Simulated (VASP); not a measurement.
# CaO: single point with LDA

CaO:

```
CELL_PARAMETERS angstrom
0.00000 2.37553 2.48574
2.37553 0.00000 2.48574
2.37553 2.37553 0.00000
ATOMIC_POSITIONS crystal
Ca 0.00000 0.00000 0.00000
O 0.50000 0.50000 0.50000
```

This cell differs from its parent crystal: strain -0.030 along x and y, +0.015 along z.

- Program: VASP 6.6.1
- Task: single point
- Functional: LDA
- Potentials or basis: VASP PAW LDA potentials, release 64 (Ca_sv, O)
- Cutoff: 520 eV
- k mesh: 8 × 8 × 8
- Occupations: gaussian, width 0.05 eV
- Spin: no spin polarisation
- Dipole correction: no
- Further INCAR settings: ALGO = Normal; EDIFF = 1e-07; NBANDS = 15

The pressure is -6.8 GPa and the band gap on the k mesh is 3.39 eV, indirect (least direct gap 3.80 eV).

Stress tensor (GPa, compression positive):
```
 -4.90   0.00   0.00
  0.00  -4.90   0.00
  0.00   0.00 -10.55
```

Levels at points of the mesh, in eV from the valence-band top:
| k point | band 4 | band 5 | band 6 | band 7 | band 8 | band 9 | band 10 | band 11 | band 12 | band 13 |
| --- | --- | --- | --- | --- | --- | --- | --- | --- | --- | --- |
| (0.00, 0.00, 0.00) | -18.17 | -15.23 | -0.10 | 0.00 | 0.00 | 4.37 | 5.85 | 6.17 | 6.17 | 7.48 |
| (0.50, 0.00, 0.00) | -18.20 | -13.99 | -2.72 | -1.26 | -1.25 | 6.87 | 8.18 | 8.22 | 8.25 | 10.07 |
| (0.50, 0.50, 0.00) | -18.38 | -14.98 | -1.51 | -0.34 | -0.34 | 3.52 | 7.89 | 8.80 | 9.42 | 9.42 |
| (0.50, 0.00, 0.50) | -18.42 | -14.98 | -1.26 | -0.49 | -0.40 | 3.39 | 7.87 | 8.85 | 9.26 | 9.61 |

Run time: 15 s on 1 thread of Intel(R) Xeon(R) Platinum 8559C (Emerald Rapids), with other jobs on the host, peak memory 0.16 GiB.

Caveat: the cell differs from its parent crystal (strain -0.030 along x and y, +0.015 along z). A k mesh can miss the band edges.
